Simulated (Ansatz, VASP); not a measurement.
## One calculation of B2Te3, two programs

The input INCAR:

```
PREC = Accurate ; ENCUT = 600
EDIFF = 1E-7 ; ISMEAR = 0
SIGMA = 0.1 ; LREAL = False
LASPH = True ; NELM = 100
ALGO = Normal ; ISIF = 3
LWAVE = False ; LCHARG = False
GGA = PE ; IBRION = 2
NSW = 90 ; EDIFFG = -0.04
```

File KPOINTS:

```
regular mesh
0
Gamma
  3 3 6
```

POSCAR

```
B2Te3
1.0
    6.2602117806      0.0000000000      0.0000000000
   -3.1301058903      5.4215024351      0.0000000000
    0.0000000000      0.0000000000      3.1978804800
B Te
2 3
Direct
    0.3333333333      0.6666666667      0.5000000000
    0.6666666667      0.3333333333      0.5000000000
    0.3792861162      0.0000000000      0.0000000000
    0.0000000000      0.3792861162      0.0000000000
    0.6207138838      0.6207138838      0.0000000000
```

Input for Ansatz:

```yaml
crystal:
  lattice:
    - [6.2602117806, 0.0, 0.0]
    - [-3.1301058903, 5.4215024351, 0.0]
    - [0.0, 0.0, 3.19788048]
  atoms:
    - { symbol: B, position: [0.3333333333, 0.6666666667, 0.5] }
    - { symbol: B, position: [0.6666666667, 0.3333333333, 0.5] }
    - { symbol: Te, position: [0.3792861162, 0.0, 0.0] }
    - { symbol: Te, position: [0.0, 0.3792861162, 0.0] }
    - { symbol: Te, position: [0.6207138838, 0.6207138838, 0.0] }
basis:
  ecutwfc: 420
kpoints:
  mp_grid: { grid: [3, 3, 6] }
hamiltonian:
  xc: pbe
scf:
  occupations: { method: gaussian, width: 0.1 }
  lower_state_search: "off"
output:
  forces: true
  stress: true
  eigenvalues: true
relax:
  adjacent_minimum: "off"
  f_tol: 0.04
  max_steps: 70
  cell: { stress_tol: 0.4 }
```

Alike in both runs: task relaxation of cell and atoms; functional PBE; k mesh 3 × 3 × 6; occupations gaussian, width 0.1 eV; no spin polarisation.

|  | VASP | Ansatz |
| --- | --- | --- |
| version | VASP 6.6.1 | Ansatz 0.2.0 |
| potentials or method | VASP PAW PBE potentials, release 64 (B, Te), cutoff 600 eV | scalar-relativistic, plane waves, PAW |
| valence electrons in the cell | 24 | 54 |

VASP gave:

- gap on the k mesh at the Fermi level, each at its own relaxed structure (eV): none
- relaxed volume (Å³/atom): 21.95
- relaxed length of the cell vector where the two differ most in proportion (Å): 3.232

Task: What did Ansatz give for the same quantities?

Result: gap on the k mesh at the Fermi level, each at its own relaxed structure (eV): none; relaxed volume (Å³/atom): 21.92; relaxed length of the cell vector where the two differ most in proportion (Å): 3.244.

A gap of «none» marks a metal or a gap that the smearing closes. VASP's potentials hold 24 valence electrons a cell and Ansatz's 54, so a difference there can come from the potentials and not from the codes.

The k mesh is coarse, so the values compare programs but aren't converged. Neither program's run includes spin-orbit coupling.
